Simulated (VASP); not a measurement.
MnS:

```
Mn S
1.0
     0.00000    2.61225    2.61225
     5.22450    2.61225    2.61225
     5.22450    5.22450    0.00000
Mn S
2 2
Direct
  0.00000 0.00000 0.00000
  0.00000 0.00000 0.50000
  0.50000 0.50000 0.00000
  0.50000 0.50000 0.50000
```

Base run:

| Property | Result |
| --- | --- |
| Program | VASP 6.6.1 |
| Functional | PBEsol |
| Potentials or basis | VASP PAW PBE potentials, release 64 (Mn_pv, S) |
| Cutoff | 520 eV |
| k mesh | 6 × 6 × 6 |
| Occupations | gaussian, width 0.05 eV |
| Spin | collinear spin, ferromagnetic start |
| Starting moments | [4.47, 4.47, 0.13, 0.13] μB |
| Hubbard terms | Mn d U = 4.0 eV, J = 0.9 eV |

Its results: pressure -1.0 GPa; site moments Mn +4.55; S +0.10 μB.

Task: The run is repeated on the same cell with these changes: moments at the start from [4.47, 4.47, 0.13, 0.13] to [4.67, 4.67, -0.03, -0.03]; fixed moment from none to 9 μB. What comes out?

Result: Pressure -6.8 GPa; site moments Mn +4.33; S -0.03 μB.

Caveats: the PAW data sets were made with another functional, which shifts forces and pressure a little; only a ferromagnetic start was run, and an antiferromagnetic order may lie lower in energy; the cell stands under tension (at least some runs); the total moment is fixed, so each spin has its own Fermi level (at least some runs).
